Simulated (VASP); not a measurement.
Runs of VASP 6.6.1 on Cu. The structure is that of space group Cmcm (No. 63), or close to it. The cells are those of the table. 

| cell | gap on the mesh (eV) | pressure (GPa) | largest force (eV/Å) |
| --- | --- | --- | --- |
| a = 4.259, b = 4.259, c = 2.529 Å, angles 90.0, 90.0, 144.6°, 2 atoms | none | -11.6 | 0.20 |
| a = 4.009, b = 4.009, c = 2.396 Å, angles 90.0, 90.0, 147.2°, 2 atoms | none | 27.7 | (c) |
| a = 4.140, b = 4.140, c = 2.483 Å, angles 90.0, 90.0, 148.4°, 2 atoms | none | (b) | 0.30 |
| a = 4.142, b = 4.142, c = 2.468 Å, angles 90.0, 90.0, 145.9°, 2 atoms | none | 0.8 | - |
| a = 3.930, b = 3.930, c = 2.333 Å, angles 90.0, 90.0, 144.6°, 2 atoms | none | 29.0 | (a) |

Alike in all rows: task single point; level PBEsol; potentials or basis VASP PAW PBE potentials, release 64 (Cu); no spin polarisation; k mesh 22 × 22 × 20; cutoff (eV) 520; smearing gaussian 0.15 eV.

**Question.** Estimate the missing entries.

**Answer.** (a) 0.01; (b) 13.2; (c) 0.36.

Caveats: the PAW data sets were made with another functional, which shifts forces and pressure a little.

A gap of «none» marks levels without a gap at the run's occupations.
